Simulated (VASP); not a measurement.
Runs of VASP 6.6.1 on MnSb (rocksalt type). The structure is that of space group Fm-3m (No. 225), or close to it. The cells are those of the table. 

```csv
task,level,potentials or basis,cell,cutoff (eV),gap on the mesh (eV),pressure (GPa),moment (μB)
single point,PBE,"VASP PAW PBE potentials, release 64 (Mn_pv, Sb)","a = 3.940 Å, angles 60.0°, 2 atoms",520,none,(a),3.78
electric field gradients,LDA,"VASP PAW LDA potentials, release 64 (Mn_pv, Sb)","a = 3.940 Å, angles 60.0°, 2 atoms",520,none,-7.3,3.70
relaxation of cell and atoms,PBE,"VASP PAW PBE potentials, release 64 (Mn_pv, Sb)","relaxed from a = 3.751 Å, angles 60.0°, 2 atoms",600,none,0.0,3.78
single point,LDA,"VASP PAW LDA potentials, release 64 (Mn_pv, Sb)","a = 3.940 Å, angles 60.0°, 2 atoms",520,none,-7.4,3.70
```

Alike in all rows: k mesh 11 × 11 × 11; smearing fermi-dirac 0.03 eV.

Estimate the missing entries.

(a) 0.1.

Caveats: spin-orbit coupling is left out, which moves the levels of the heavy elements; a cell with one magnetic atom can't hold antiferromagnetic order, which such compounds often take; the cell stands under tension (at least some runs).

A k mesh can miss the band edges, and the runs leave out spin-orbit coupling on Sb.

A gap of «none» marks levels without a gap at the run's occupations.
